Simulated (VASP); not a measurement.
Crystal: ZrWN2.

```
CELL_PARAMETERS angstrom
2.97940 0.00000 0.00000
-1.48970 2.58024 0.00000
0.00000 0.00000 5.83962
ATOMIC_POSITIONS crystal
Zr 0.00000 0.00000 0.50000
W 0.00000 0.00000 0.00000
N 0.33333 0.66667 0.25000
N 0.33333 0.66667 0.75000
```

| Quantity | Value |
| --- | --- |
| Program | VASP 6.6.1 |
| Task | relaxation of cell and atoms |
| Functional | PBE |
| Potentials or basis | VASP PAW PBE potentials, release 64 (Zr_sv, W_sv, N) |
| Cutoff | 600 eV |
| k mesh | 6 × 6 × 4 |
| Occupations | gaussian, width 0.1 eV |
| Spin | no spin polarisation |

At the start: pressure 0.8 GPa; volume 11.22 Å³/atom.

Problem. Where does the relaxation end?

Solution. Over 8 steps the energy falls by 103.5 meV/atom and the volume is 11.28 Å³/atom (+0.5 %); space group P-6m2 (No. 187, to 0.1 Å) before and after.

The path:
| step | energy change (eV) | largest force (eV/Å) | pressure (GPa) | volume (Å³) |
| --- | --- | --- | --- | --- |
| 1 | 0.0000 | 2.4620 | 0.75 | 44.89 |
| 2 | -0.3631 | 0.6431 | -1.48 | 45.24 |
| 3 | -0.3846 | 0.1574 | -0.93 | 45.36 |
| 4 | -0.3861 | 0.0303 | -1.11 | 45.34 |
| 5 | -0.4060 | 0.1162 | 2.07 | 44.82 |
| 6 | -0.4134 | 0.0587 | 0.86 | 45.00 |
| 7 | -0.4121 | 0.0594 | -1.83 | 45.38 |
| 8 | -0.4138 | 0.0178 | -0.07 | 45.13 |

Final structure:
```
CELL_PARAMETERS angstrom
2.95939 0.00000 0.00000
-1.47969 2.56290 0.00000
0.00000 0.00000 5.94995
ATOMIC_POSITIONS crystal
Zr 0.00000 0.00000 0.50000
W 0.00000 0.00000 0.00000
N 0.33333 0.66667 0.22193
N 0.33333 0.66667 0.77807
```

Caveat: the k points lie up to 0.41 Å⁻¹ apart in the final cell.
